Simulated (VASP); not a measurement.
# Pt (Fm-3m) in VASP: further runs

The runs below take Pt through single point, with PBE.

Program: VASP 6.6.1. These are calculated values, not measurements. Logs are shortened: lines on timing, memory, paths and dates and some standing lists are left out, and cuts for length are marked.

## Step 1: The cell of the first run

Symmetry: Fm-3m, No. 225, cubic system. The conventional cell has a = 3.922 Å, b = 3.922 Å, c = 3.922 Å, α = 90.00°, β = 90.00°, γ = 90.00°. Within 3.7 Å of Pt (site symmetry m-3m) lie 12 Pt at 2.77 Å.

## Step 2: Single point, PBE

Contents of INCAR:

```
SYSTEM = Pt
PREC     = Accurate       ! precision mode
ENCUT    = 520            ! plane-wave cutoff, eV
EDIFF    = 1E-6           ! SCF threshold, eV
ISMEAR   = -1             ! smearing method
SIGMA    = 0.1            ! smearing width, eV
LREAL    = .False.        ! projectors in reciprocal space
LASPH    = .True.         ! aspherical terms in the spheres
NELM     = 100            ! most SCF steps
ALGO     = Normal         ! electronic algorithm
ISIF     = 2              ! what is computed and relaxed
LWAVE    = .False.        ! write WAVECAR
LCHARG   = .False.        ! write CHGCAR
GGA      = PE             ! functional
NBANDS   = 11             ! bands
```

Contents of KPOINTS:

```
regular mesh
0
Gamma
  14 14 14
  0 0 0
```

Contents of POSCAR:

```
Pt
1.0
    0.0000000000      1.9609000000      1.9609000000
    1.9609000000      0.0000000000      1.9609000000
    1.9609000000      1.9609000000      0.0000000000
Pt
1
Direct
    0.0000000000      0.0000000000      0.0000000000
```

Potentials or basis: VASP PAW PBE potentials, release 64 (Pt).

Launch:

```sh
> cat potpaw_PBE.64/Pt/POTCAR > POTCAR
> mpirun -np 1 vasp_std > vasp.out
```

OUTCAR:

```text
SYSTEM = Pt
   PREC = Accurate
   ENCUT = 520
   EDIFF = 1E-6
   ISMEAR = -1
   LREAL = .False.
   LASPH = .True.
   NELM = 100
   ISIF = 2
   GGA = PE

 ion  position               nearest neighbor table
   1  0.000  0.000  0.000-

  LATTYP: Found a face centered cubic cell.
 ALAT       =     3.9218000000

  Lattice vectors:

 A1 = (   0.0000000000,   1.9609000000,   1.9609000000)
 A2 = (   1.9609000000,   0.0000000000,   1.9609000000)
 A3 = (   1.9609000000,   1.9609000000,   0.0000000000)

Analysis of symmetry for initial positions (statically):
=====================================================================
 Subroutine PRICEL returns:
 Original cell was already a primitive cell.

 Routine SETGRP: Setting up the symmetry group for a
 face centered cubic supercell.

 Subroutine GETGRP returns: Found 48 space group operations
 (whereof 48 operations were pure point group operations)
 out of a pool of 48 trial point group operations.

The static configuration has the point symmetry O_h .

Analysis of symmetry for dynamics (positions and initial velocities):
=====================================================================
 Subroutine PRICEL returns:
 Original cell was already a primitive cell.

 Routine SETGRP: Setting up the symmetry group for a
 face centered cubic supercell.

 Subroutine GETGRP returns: Found 48 space group operations
 (whereof 48 operations were pure point group operations)
 out of a pool of 48 trial point group operations.

The dynamic configuration has the point symmetry O_h .

 Subroutine INISYM returns: Found 48 space group operations
 (whereof 48 operations are pure point group operations),
 and found     1 'primitive' translations

----------------------------------------------------------------------------------------

                                     Primitive cell

  volume of cell :      15.0798

  direct lattice vectors                    reciprocal lattice vectors
     0.000000000  1.960900000  1.960900000    -0.254984956  0.254984956  0.254984956
     1.960900000  0.000000000  1.960900000     0.254984956 -0.254984956  0.254984956
     1.960900000  1.960900000  0.000000000     0.254984956  0.254984956 -0.254984956

  length of vectors
     2.773131374  2.773131374  2.773131374     0.441646899  0.441646899  0.441646899

  position of ions in fractional coordinates (direct lattice)
[... 81 lines left out ...]
   IBRION =     -1    ionic relax: 0-MD 1-quasi-New 2-CG
   NFREE  =      0    steps in history (QN), initial steepest desc. (CG)
   ISIF   =      2    stress and relaxation
   ISYM   =      2    0-nonsym 1-usesym 2-fastsym
   POTIM  = 0.5000    time-step for ionic-motion
   TEBEG  =    0.0;   TEEND  =   0.0 temperature during run
   PSTRESS=    0.0 pullay stress
   NELECT =      10.0000    total number of electrons
   NUPDOWN=      -1.0000    fix difference up-down
   EMIN   =  10.00;   EMAX   =-10.00  energy-range for DOS
   EFERMI =   0.00;   METHOD = LEGACY
   ISMEAR =    -1;   SIGMA  =   0.10  broadening in eV -4-tet -1-fermi 0-gaus
   EFERMI_NEDOS =   21; number of points for ismear=-14 and -15
   IALGO  =     38    algorithm
   IMIX   =      4    mixing-type and parameters
     AMIX     =   0.40;   BMIX     =  1.00
     AMIX_MAG =   1.60;   BMIX_MAG =  1.00
  volume/ion in A,a.u.               =      15.08       101.76
  Fermi-wavevector in a.u.,A,eV,Ry     =   1.427609  2.697791 27.729605  2.038068
  Thomas-Fermi vector in A             =   2.547760
   LORBIT       =      0    0 simple, 1 ext, 2 COOP (PROOUT), +10 PAW based schemes
   GGA     = PE    functional components
   LHFCALC =     F    Hartree Fock is set to
   AEXX    =    0.0000 exact exchange contribution
   IVDW    =     0    specifies the selected vdW correction
   LEPSILON=     F    determine dielectric tensor
   LRPA    =     F    only Hartree local field effects (RPA)
 non-spin polarized calculation
  energy-cutoff  :      520.00
  volume of cell :       15.08
 maximum number of plane-waves:       420
 NGX is ok and might be reduce to    24
   NGX = 11   NGY = 11   NGZ = 11

 number of electron      10.0000000 magnetization

 Free energy of the ion-electron system (eV)
  ---------------------------------------------------
  ext. energy  EPLUGINS =         0.00000000
  ---------------------------------------------------
  free energy    TOTEN  =        -6.11725389 eV

  energy without entropy =       -6.06542500  energy(sigma->0) =       -6.09133944

 E-fermi :  11.2702     XC(G=0): -13.4908

 val. band max:       11.2672944160   @ k =   0.4286   0.1429   0.0000
 cond. band min:      11.2732148800   @ k =   0.5000   0.5000   0.0000
 fundamental gap:      0.0059204640
 Fermi energy:        11.2702192024

 k-point     1 :       0.0000    0.0000    0.0000
  band No.  band energies     occupation
      1       1.0493      2.00000
      2       7.4795      2.00000
      3       7.4795      2.00000
      4       7.4795      2.00000
      5       9.6355      2.00000
      6       9.6355      2.00000
      7      25.9059      0.00000
      8      30.8732      0.00000
      9      30.8732      0.00000
     10      30.8732      0.00000
     11      36.2172      0.00000
[... 309 lines left out ...]
 k-point    24 :       0.2857    0.1429    0.0000
  band No.  band energies     occupation
      1       3.5838      2.00000
      2       6.4119      2.00000
      3       7.8227      2.00000
      4       8.4048      2.00000
      5       9.5310      2.00000
      6      10.4051      1.99965
      7      25.5080      0.00000
      8      28.6007      0.00000
      9      30.1798      0.00000
     10      31.5312      0.00000
     11      35.5501      0.00000

 [... further k-points ...]

------------------------ aborting loop because EDIFF is reached ----------------------------------------

  FORCE on cell =-STRESS in cart. coord.  units (eV):
  Direction    XX          YY          ZZ          XY          YZ          ZX
  --------------------------------------------------------------------------------------
  -------------------------------------------------------------------------------------
  Total        0.9219814      0.9219814      0.9219814      0.0000000     -0.0000000      0.0000000
  in kB       97.9572047     97.9572047     97.9572047      0.0000000     -0.0000000      0.0000000
  external PRESSURE =      97.9572047 kB  Pullay stress =       0.0000000 kB

 VOLUME and BASIS-vectors are now :
 -----------------------------------------------------------------------------
  energy-cutoff  :      520.00
  volume of cell :       15.08
      direct lattice vectors                 reciprocal lattice vectors
     0.000000000  1.960900000  1.960900000    -0.254984956  0.254984956  0.254984956
     1.960900000  0.000000000  1.960900000     0.254984956 -0.254984956  0.254984956
     1.960900000  1.960900000  0.000000000     0.254984956  0.254984956 -0.254984956

 POSITION                                       TOTAL-FORCE (eV/Angst)
 -----------------------------------------------------------------------------------
      0.00000      0.00000      0.00000         0.000000      0.000000      0.000000
 -----------------------------------------------------------------------------------
    total drift:                                0.000000     -0.000000     -0.000000

  FREE ENERGIE OF THE ION-ELECTRON SYSTEM (eV)
  ---------------------------------------------------
  free  energy   TOTEN  =        -6.1172538862 eV

  energy  without entropy=       -6.0654250023  energy(sigma->0) =       -6.09133944
```

stdout:

```text
POSCAR found type information on POSCAR Pt
 POSCAR found :  1 types and       1 ions
 scaLAPACK will be used
 LDA part: xc-table for (Slater+PW92), standard interpolation
 POSCAR, INCAR and KPOINTS ok, starting setup
 FFT: planning ... GRIDC
 FFT: planning ... GRID_SOFT
 FFT: planning ... GRID
 WAVECAR not read
 entering main loop
```

Run time: 37 s. Hardware: 1 thread of AMD EPYC 7R13, shared host; peak memory 0.12 GiB.

Results:

| Item | Value |
| --- | --- |
| Free energy | -6.1173 eV |
| Pressure | 9.8 GPa |
| Band gap on the k mesh | zero (band 5 reaches 11.77 eV, above the bottom of band 6 at 9.52 eV) |

Caveat: spin-orbit coupling is left out, which moves the levels of the heavy elements.

## Step 3: Single point, PBE, collinear spin, ferromagnetic start

Contents of INCAR:

```
SYSTEM = Pt
PREC     = Accurate       ! precision mode
ENCUT    = 520            ! plane-wave cutoff, eV
EDIFF    = 1E-7           ! SCF threshold, eV
ISMEAR   = -1             ! smearing method
SIGMA    = 0.1            ! smearing width, eV
LREAL    = .FALSE.        ! projectors in reciprocal space
LASPH    = .TRUE.         ! aspherical terms in the spheres
NELM     = 150            ! most SCF steps
ALGO     = Normal         ! electronic algorithm
ISIF     = 2              ! what is computed and relaxed
LWAVE    = .FALSE.        ! write WAVECAR
LCHARG   = .FALSE.        ! write CHGCAR
ISPIN    = 2              ! spin polarisation
MAGMOM   = 0.05           ! initial moments
LORBIT   = 11             ! projections on sites
NUPDOWN  = 0.05           ! fixed moment
LMAXMIX  = 4              ! l up to which the mixer works
GGA      = PE             ! functional
NBANDS   = 15             ! bands
```

Contents of KPOINTS:

```
Automatic mesh
0
G
  14 14 14
  0 0 0
```

POSCAR is that of step 2.

Potentials or basis: VASP PAW PBE potentials, release 64 (Pt).

Launch:

```sh
> cat potpaw_PBE.64/Pt/POTCAR > POTCAR
> mpirun -np 1 vasp_std > vasp.out
```

OUTCAR:

```text
SYSTEM = Pt
   PREC = Accurate
   ENCUT = 520
   EDIFF = 1E-7
   ISMEAR = -1
   LREAL = .FALSE.
   LASPH = .TRUE.
   NELM = 150
   ISIF = 2
   ISPIN = 2
   LORBIT = 11
   NUPDOWN = 0.05
   GGA = PE

 ion  position               nearest neighbor table
   1  0.000  0.000  0.000-

  LATTYP: Found a face centered cubic cell.
 ALAT       =     3.9218000000

  Lattice vectors:

 A1 = (   0.0000000000,   1.9609000000,   1.9609000000)
 A2 = (   1.9609000000,   0.0000000000,   1.9609000000)
[... 1072 lines left out ...]
  -------------------------------------------------------------------------------------
  Total        0.9226904      0.9226904      0.9226904     -0.0000000      0.0000000      0.0000000
  in kB       98.0325383     98.0325383     98.0325383     -0.0000000      0.0000000      0.0000000
  external PRESSURE =      98.0325383 kB  Pullay stress =       0.0000000 kB

 VOLUME and BASIS-vectors are now :
 -----------------------------------------------------------------------------
  energy-cutoff  :      520.00
  volume of cell :       15.08
      direct lattice vectors                 reciprocal lattice vectors
     0.000000000  1.960900000  1.960900000    -0.254984956  0.254984956  0.254984956
     1.960900000  0.000000000  1.960900000     0.254984956 -0.254984956  0.254984956
     1.960900000  1.960900000  0.000000000     0.254984956  0.254984956 -0.254984956

 POSITION                                       TOTAL-FORCE (eV/Angst)
 -----------------------------------------------------------------------------------
      0.00000      0.00000      0.00000         0.000000     -0.000000      0.000000
 -----------------------------------------------------------------------------------
    total drift:                               -0.000000      0.000000      0.000000

  FREE ENERGIE OF THE ION-ELECTRON SYSTEM (eV)
  ---------------------------------------------------
  free  energy   TOTEN  =        -6.1169663702 eV

  energy  without entropy=       -6.0652700773  energy(sigma->0) =       -6.09111822

 total charge

# of ion       s       p       d       tot
------------------------------------------
    1        0.639   0.613   8.047   9.299

 magnetization (x)

# of ion       s       p       d       tot
------------------------------------------
    1       -0.000  -0.001   0.051   0.050
```

stdout:

```text
POSCAR found type information on POSCAR Pt
 POSCAR found :  1 types and       1 ions
 scaLAPACK will be used
 LDA part: xc-table for (Slater+PW92), standard interpolation
 POSCAR, INCAR and KPOINTS ok, starting setup
 FFT: planning ... GRIDC
 FFT: planning ... GRID_SOFT
 FFT: planning ... GRID
 WAVECAR not read
 entering main loop
```

Run time: 2.2 min. Hardware: 1 thread of AMD EPYC 7R13, shared host; peak memory 0.14 GiB.

Results:

```
Free energy                                           : -6.1170 eV
Pressure                                              : 9.8 GPa
Net moment                                            : 0.05 μB per cell
Site moments                                          : Pt +0.05 μB
Valence electrons inside the program's atomic spheres : Pt 9.30
```

Caveat: spin-orbit coupling is left out, which moves the levels of the heavy elements; the total moment is fixed, so each spin has its own Fermi level.

[end of part 1 of 2]
